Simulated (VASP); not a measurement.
Pt, 2 atoms in the cell. Symmetry: Fd-3m, No. 227, cubic system. Conventional cell: a = 5.809 Å, b = 5.809 Å, c = 5.809 Å, α = 90.00°, β = 90.00°, γ = 90.00°. Within 3.3 Å of Pt (site symmetry -43m) lie 4 Pt at 2.52 Å. This isn't the form of Pt at room conditions, which is fcc.

| Quantity | Value |
| --- | --- |
| Program | VASP 6.6.1 |
| Task | single point |
| Functional | PBE |
| Potentials or basis | VASP PAW PBE potentials, release 64 (Pt) |
| Cutoff | 520 eV |
| k mesh | 13 × 13 × 13 |
| Occupations | methfessel-paxton, width 0.05 eV |
| Spin | no spin polarisation |
| Dipole correction | no |
| Further INCAR settings | ALGO = Normal; EDIFF = 1e-06; NBANDS = 17 |

Potentials or basis: VASP PAW PBE potentials, release 64 (Pt).

The run is started by

```sh
$ cat potpaw_PBE.64/Pt/POTCAR > POTCAR
$ mpirun -np 1 vasp_std > vasp.out
```

Hardware: 1 thread of Intel(R) Xeon(R) Platinum 8488C (Sapphire Rapids), with other jobs on the host.

How long does it take, and how much memory?

Wall time 34 s on 1 thread of Intel(R) Xeon(R) Platinum 8488C (Sapphire Rapids) (shared host), peak memory 0.21 GiB. Counts: scf iterations 11, k points 84.
